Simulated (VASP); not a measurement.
# Si2Mo (I4/mmm) in VASP: single point with PBE

Aim: the single point of Si2Mo with PBE.

Program: VASP 6.6.1. These are calculated values, not measurements. Logs are shortened: lines on timing, memory, paths and dates and some standing lists are left out, and cuts for length are marked.

## 1. The cell of the first run

The structure is tetragonal, space group I4/mmm (No. 139). Conventional cell: a = 3.200 Å, b = 3.200 Å, c = 7.861 Å, α = 90.00°, β = 90.00°, γ = 90.00°. Within 3.4 Å of Si (site symmetry 4mm) lie 9 Si at 2.61 to 3.20 Å and 5 Mo at 2.62 Å. Within 3.5 Å of Mo (site symmetry 4/mmm) lie 10 Si at 2.62 Å and 4 Mo at 3.20 Å.

## 2. Single point, PBE

File INCAR:

```
SYSTEM = Si2Mo
ALGO = Normal
EDIFF = 1E-6
ENCUT = 500
GGA = PE
GGA_COMPAT = .False.
ISIF = 2
ISMEAR = 1
LASPH = .True.
LCHARG = .False.
LREAL = .False.
LWAVE = .False.
NBANDS = 18
NELM = 120
PREC = Accurate
SIGMA = 0.1
```

File KPOINTS:

```
k-points
0
Gamma
  12 12 12
  0 0 0
```

File POSCAR:

```
Si2Mo
1.0
   -1.6000000000      1.6000000000      3.9305000000
    1.6000000000     -1.6000000000      3.9305000000
    1.6000000000      1.6000000000     -3.9305000000
Si Mo
2 1
Direct
    0.3330000000      0.3330000000      0.0000000000
    0.6670000000      0.6670000000      0.0000000000
    0.0000000000      0.0000000000      0.0000000000
```

Potentials or basis: VASP PAW PBE potentials, release 64 (Si, Mo_sv).

The run is started by

```console
> cat potpaw_PBE.64/Si/POTCAR potpaw_PBE.64/Mo_sv/POTCAR > POTCAR
> mpirun -np 1 vasp_std > vasp.out
```

OUTCAR:

```text
SYSTEM = Si2Mo
   EDIFF = 1E-6
   ENCUT = 500
   GGA = PE
   ISIF = 2
   ISMEAR = 1
   LASPH = .True.
   LREAL = .False.
   NELM = 120
   PREC = Accurate

 ion  position               nearest neighbor table
   1  0.333  0.333  0.000-   2 2.61   2 2.61   2 2.61   2 2.61   3 2.62   3 2.62   3 2.62   3 2.62
                             3 2.62   2 2.63
   2  0.667  0.667  0.000-   1 2.61   1 2.61   1 2.61   1 2.61   3 2.62   3 2.62   3 2.62   3 2.62
                             3 2.62   1 2.63
   3  0.000  0.000  0.000-   2 2.62   1 2.62   2 2.62   1 2.62   2 2.62   1 2.62   1 2.62   2 2.62
                             1 2.62   2 2.62

  LATTYP: Found a body centered tetragonal cell.
 ALAT       =     3.2000000000
 C/A-ratio  =     2.4565625000

  Lattice vectors:

 A1 = (  -1.6000000000,   1.6000000000,   3.9305000000)
 A2 = (   1.6000000000,  -1.6000000000,   3.9305000000)
 A3 = (   1.6000000000,   1.6000000000,  -3.9305000000)

Analysis of symmetry for initial positions (statically):
=====================================================================
 Subroutine PRICEL returns:
 Original cell was already a primitive cell.

 Routine SETGRP: Setting up the symmetry group for a
 body centered tetragonal supercell.

 Subroutine GETGRP returns: Found 16 space group operations
 (whereof 16 operations were pure point group operations)
 out of a pool of 16 trial point group operations.

The static configuration has the point symmetry D_4h.

Analysis of symmetry for dynamics (positions and initial velocities):
=====================================================================
 Subroutine PRICEL returns:
 Original cell was already a primitive cell.

 Routine SETGRP: Setting up the symmetry group for a
 body centered tetragonal supercell.

 Subroutine GETGRP returns: Found 16 space group operations
 (whereof 16 operations were pure point group operations)
 out of a pool of 16 trial point group operations.

The dynamic configuration has the point symmetry D_4h.

 Subroutine INISYM returns: Found 16 space group operations
 (whereof 16 operations are pure point group operations),
 and found     1 'primitive' translations

----------------------------------------------------------------------------------------

                                     Primitive cell

  volume of cell :      40.2483

  direct lattice vectors                    reciprocal lattice vectors
    -1.600000000  1.600000000  3.930500000     0.000000000  0.312500000  0.127210279
     1.600000000 -1.600000000  3.930500000     0.312500000  0.000000000  0.127210279
     1.600000000  1.600000000 -3.930500000     0.312500000  0.312500000  0.000000000

  length of vectors
     4.535287229  4.535287229  4.535287229     0.337399918  0.337399918  0.441941738

  position of ions in fractional coordinates (direct lattice)
     0.333000000  0.333000000  0.000000000
     0.667000000  0.667000000  0.000000000
     0.000000000  0.000000000  0.000000000

  ion indices of the primitive-cell ions
   primitive index   ion index
                 1           1
                 2           2
                 3           3

----------------------------------------------------------------------------------------

 KPOINTS: k-points

Automatic generation of k-mesh.
 Grid dimensions read from file:
 generate k-points for:   12   12   12

 Generating k-lattice:

  Cartesian coordinates                     Fractional coordinates (reciprocal lattice)
     0.000000000  0.026041667  0.010600857     0.083333333  0.000000000 -0.000000000
     0.026041667  0.000000000  0.010600857     0.000000000  0.083333333 -0.000000000
     0.026041667  0.026041667  0.000000000     0.000000000  0.000000000  0.083333333

  Length of vectors
     0.028116660  0.028116660  0.036828478

  Shift w.r.t. Gamma in fractional coordinates (k-lattice)
     0.000000000  0.000000000  0.000000000

 Subroutine IBZKPT returns following result:
 ===========================================

 Found    163 irreducible k-points:

 Following reciprocal coordinates:
            Coordinates               Weight
  0.000000  0.000000  0.000000      1.000000
  0.083333 -0.000000  0.000000      8.000000
  0.166667 -0.000000  0.000000      8.000000
  0.250000 -0.000000  0.000000      8.000000
  0.333333 -0.000000  0.000000      8.000000
  0.416667  0.000000  0.000000      8.000000
[... 16 lines left out ...]
  0.500000  0.166667  0.000000     16.000000
 -0.416667  0.166667  0.000000     16.000000
 [... further k-points ...]
   k-points           NKPTS =    163   k-points in BZ     NKDIM =    163   number of bands    NBANDS=     18
   number of dos      NEDOS =    301   number of ions     NIONS =      3
   total plane-waves  NPLWV =  46656
   dimension x,y,z NGX =    36 NGY =   36 NGZ =   36
   dimension x,y,z NGXF=    72 NGYF=   72 NGZF=   72
   ions per type =               2   1
   NGX,Y,Z   is equivalent  to a cutoff of  13.20, 13.20, 13.20 a.u.
   NGXF,Y,Z  is equivalent  to a cutoff of  26.39, 26.39, 26.39 a.u.
 SYSTEM =  Si2Mo
   PREC   = accura    normal or accurate (medium, high low for compatibility)
   ISTART =      0    job   : 0-new  1-cont  2-samecut
   ICHARG =      2    charge: 1-file 2-atom 10-const
   ISPIN  =      1    spin polarized calculation?
   LNONCOLLINEAR =      F non collinear calculations
   LSORBIT =      F    spin-orbit coupling
   LASPH  =      T    aspherical Exc in radial PAW
   ENCUT  =  500.0 eV  36.75 Ry    6.06 a.u.   8.27  8.27  8.27*2*pi/ulx,y,z
   NELM   =    120;   NELMIN=  2; NELMDL= -5     # of ELM steps
   EDIFF  = 0.1E-05   stopping-criterion for ELM
   LREAL  =      F    real-space projection
   EDIFFG = 0.1E-04   stopping-criterion for IOM
   NSW    =      0    number of steps for IOM
   IBRION =     -1    ionic relax: 0-MD 1-quasi-New 2-CG
   NFREE  =      0    steps in history (QN), initial steepest desc. (CG)
   ISIF   =      2    stress and relaxation
   ISYM   =      2    0-nonsym 1-usesym 2-fastsym
   POTIM  = 0.5000    time-step for ionic-motion
   TEBEG  =    0.0;   TEEND  =   0.0 temperature during run
   PSTRESS=    0.0 pullay stress
   NELECT =      22.0000    total number of electrons
   NUPDOWN=      -1.0000    fix difference up-down
   EMIN   =  10.00;   EMAX   =-10.00  energy-range for DOS
   EFERMI =   0.00;   METHOD = LEGACY
   ISMEAR =     1;   SIGMA  =   0.10  broadening in eV -4-tet -1-fermi 0-gaus
   EFERMI_NEDOS =   21; number of points for ismear=-14 and -15
   IALGO  =     38    algorithm
   IMIX   =      4    mixing-type and parameters
     AMIX     =   0.40;   BMIX     =  1.00
     AMIX_MAG =   1.60;   BMIX_MAG =  1.00
  volume/ion in A,a.u.               =      13.42        90.54
  Fermi-wavevector in a.u.,A,eV,Ry     =   1.338546  2.529484 24.377614  1.791704
  Thomas-Fermi vector in A             =   2.467007
   LORBIT       =      0    0 simple, 1 ext, 2 COOP (PROOUT), +10 PAW based schemes
   GGA     = PE    functional components
   LHFCALC =     F    Hartree Fock is set to
   AEXX    =    0.0000 exact exchange contribution
   IVDW    =     0    specifies the selected vdW correction
   LEPSILON=     F    determine dielectric tensor
   LRPA    =     F    only Hartree local field effects (RPA)
 non-spin polarized calculation
 Methfessel and Paxton  Order N= 1 SIGMA  =   0.10
  energy-cutoff  :      500.00
  volume of cell :       40.25
 maximum number of plane-waves:      1042
 NGX is ok and might be reduce to    36
   NGX = 17   NGY = 17   NGZ = 17

 number of electron      22.0000000 magnetization

 Free energy of the ion-electron system (eV)
  ---------------------------------------------------
  ext. energy  EPLUGINS =         0.00000000
  ---------------------------------------------------
  free energy    TOTEN  =       -23.25218434 eV

  energy without entropy =      -23.25225102  energy(sigma->0) =      -23.25220657

 E-fermi :  12.2899     XC(G=0): -12.4280

 val. band max:       12.2040737544   @ k =  -0.3333  -0.4167   0.3333
 cond. band min:      12.3160185657   @ k =   0.0833  -0.0000   0.0000
 fundamental gap:      0.1119448112
 Fermi energy:        12.2898968922

 k-point     1 :       0.0000    0.0000    0.0000
  band No.  band energies     occupation
      1     -48.4677      2.00000
      2     -22.6303      2.00000
      3     -22.5332      2.00000
      4     -22.5332      2.00000
      5      -1.1899      2.00000
      6       5.9294      2.00000
[... 10 lines left out ...]
     17      17.2936      0.00000
     18      17.2936      0.00000

 k-point     2 :       0.0833   -0.0000    0.0000
  band No.  band energies     occupation
      1     -48.4665      2.00000
      2     -22.6290      2.00000
      3     -22.5507      2.00000
      4     -22.5316      2.00000
      5      -1.0640      2.00000
      6       5.9348      2.00000
[... 10 lines left out ...]
     17      17.4222      0.00000
     18      18.0358      0.00000

 k-point     3 :       0.1667   -0.0000    0.0000
  band No.  band energies     occupation
      1     -48.4631      2.00000
      2     -22.6255      2.00000
      3     -22.5979      2.00000
      4     -22.5272      2.00000
      5      -0.6928      2.00000
      6       5.8843      2.00000
[... 10 lines left out ...]
     17      18.1393      0.00000
     18      19.4978      0.00000

 k-point     4 :       0.2500   -0.0000    0.0000
  band No.  band energies     occupation
      1     -48.4585      2.00000
      2     -22.6622      2.00000
      3     -22.6203      2.00000
      4     -22.5212      2.00000
      5      -0.0952      2.00000
      6       5.5314      2.00000
[... 10 lines left out ...]
     17      19.1635      0.00000
     18      21.1867      0.00000

 k-point     5 :       0.3333   -0.0000    0.0000
  band No.  band energies     occupation
      1     -48.4538      2.00000
      2     -22.7255      2.00000
      3     -22.6154      2.00000
      4     -22.5152      2.00000
      5       0.6981      2.00000
      6       4.7518      2.00000
[... 10 lines left out ...]
     17      19.1922      0.00000
     18      21.4194      0.00000

 k-point     6 :       0.4167    0.0000    0.0000
  band No.  band energies     occupation
      1     -48.4505      2.00000
      2     -22.7715      2.00000
      3     -22.6117      2.00000
      4     -22.5108      2.00000
      5       1.6444      2.00000
      6       3.7572      2.00000
[... 10 lines left out ...]
     17      18.7112      0.00000
     18      20.0217      0.00000

 k-point     7 :       0.5000   -0.0000    0.0000
  band No.  band energies     occupation
      1     -48.4492      2.00000
      2     -22.7882      2.00000
      3     -22.6104      2.00000
      4     -22.5091      2.00000
      5       2.6296      2.00000
      6       2.7501      2.00000
[... 10 lines left out ...]
     17      18.5331      0.00000
     18      19.2656      0.00000

 k-point     8 :       0.0833    0.0833    0.0000
  band No.  band energies     occupation
      1     -48.4652      2.00000
      2     -22.6284      2.00000
      3     -22.5502      2.00000
      4     -22.5478      2.00000
      5      -0.9037      2.00000
      6       5.7677      2.00000
[... 10 lines left out ...]
     17      18.0830      0.00000
     18      18.2125      0.00000
[... 229 lines left out ...]
     17      19.0257      0.00000
     18      20.1235      0.00000

 k-point    20 :       0.2500    0.1667    0.0000
  band No.  band energies     occupation
      1     -48.4539      2.00000
      2     -22.6547      2.00000
      3     -22.6169      2.00000
      4     -22.5838      2.00000
      5       0.5291      2.00000
      6       5.0695      2.00000
[... 10 lines left out ...]
     17      19.1394      0.00000
     18      20.8055      0.00000

 k-point    21 :       0.3333    0.1667    0.0000
  band No.  band energies     occupation
      1     -48.4493      2.00000
      2     -22.7168      2.00000
      3     -22.6112      2.00000
      4     -22.5769      2.00000
      5       1.3138      2.00000
      6       4.5666      2.00000
[... 10 lines left out ...]
     17      19.7969      0.00000
     18      20.7647      0.00000

 k-point    22 :       0.4167    0.1667    0.0000
  band No.  band energies     occupation
      1     -48.4460      2.00000
      2     -22.7620      2.00000
      3     -22.6062      2.00000
      4     -22.5718      2.00000
      5       2.2221      2.00000
      6       3.7381      2.00000
[... 10 lines left out ...]
     17      19.6487      0.00000
     18      21.1539      0.00000

 k-point    23 :       0.5000    0.1667    0.0000
  band No.  band energies     occupation
      1     -48.4448      2.00000
      2     -22.7783      2.00000
      3     -22.6034      2.00000
      4     -22.5699      2.00000
      5       2.7280      2.00000
      6       3.2276      2.00000
[... 10 lines left out ...]
     17      19.8086      0.00000
     18      21.0255      0.00000

 k-point    24 :      -0.4167    0.1667    0.0000
  band No.  band energies     occupation
      1     -48.4461      2.00000
      2     -22.7618      2.00000
      3     -22.6037      2.00000
      4     -22.5716      2.00000
      5       1.7500      2.00000
      6       4.2599      2.00000
[... 10 lines left out ...]
     17      19.5929      0.00000
     18      20.4377      0.00000

 [... further k-points ...]

------------------------ aborting loop because EDIFF is reached ----------------------------------------

  FORCE on cell =-STRESS in cart. coord.  units (eV):
  Direction    XX          YY          ZZ          XY          YZ          ZX
  --------------------------------------------------------------------------------------
  -------------------------------------------------------------------------------------
  Total        0.7019840      0.7019840      0.4092152      0.0000000     -0.0000000      0.0000000
  in kB       27.9440958     27.9440958     16.2897549      0.0000000     -0.0000000      0.0000000
  external PRESSURE =      24.0593155 kB  Pullay stress =       0.0000000 kB

 VOLUME and BASIS-vectors are now :
 -----------------------------------------------------------------------------
  energy-cutoff  :      500.00
  volume of cell :       40.25
      direct lattice vectors                 reciprocal lattice vectors
    -1.600000000  1.600000000  3.930500000     0.000000000  0.312500000  0.127210279
     1.600000000 -1.600000000  3.930500000     0.312500000  0.000000000  0.127210279
     1.600000000  1.600000000 -3.930500000     0.312500000  0.312500000  0.000000000

 POSITION                                       TOTAL-FORCE (eV/Angst)
 -----------------------------------------------------------------------------------
      0.00000      0.00000      2.61771         0.000000      0.000000      0.272127
      0.00000      0.00000      5.24329        -0.000000     -0.000000     -0.272127
      0.00000      0.00000      0.00000        -0.000000     -0.000000     -0.000000
 -----------------------------------------------------------------------------------
    total drift:                                0.000000      0.000000     -0.000000

  FREE ENERGIE OF THE ION-ELECTRON SYSTEM (eV)
  ---------------------------------------------------
  free  energy   TOTEN  =       -23.2521843437 eV

  energy  without entropy=      -23.2522510187  energy(sigma->0) =      -23.25220657
```

Wall time 3.3 min (1 thread of Intel Xeon 8259CL, shared host); peak memory 0.28 GiB.

What came out:

```
Free energy            : -23.2522 eV
Pressure               : 2.4 GPa
Largest force          : 0.272 eV/Å
Band gap on the k mesh : zero (bands 11 and 12 overlap by 1.04 eV)
```

Forces in eV/Å, atoms in the order of the input:
```
Si   0.000  0.000  0.272
Si   0.000  0.000 -0.272
Mo   0.000  0.000  0.000
```

Levels at points of the mesh, in eV from the Fermi level:
| k point | band 8 | band 9 | band 10 | band 11 | band 12 | band 13 | band 14 | band 15 |
| --- | --- | --- | --- | --- | --- | --- | --- | --- |
| (0.00, 0.00, 0.00) | -3.04 | -2.68 | -2.68 | 0.39 | 3.06 | 3.09 | 3.62 | 3.62 |
| (0.50, 0.00, 0.00) | -4.49 | -2.63 | -2.53 | -0.54 | 2.24 | 3.00 | 4.01 | 4.23 |
| (0.50, 0.50, 0.00) | -5.30 | -4.52 | -3.08 | -1.16 | 2.30 | 2.69 | 2.99 | 3.23 |
| (0.50, 0.50, 0.50) | -2.31 | -0.61 | -0.61 | -0.55 | -0.55 | 0.53 | 4.60 | 5.14 |

The gap in the log of VASP goes by the Fermi energy; the results here count the filled bands.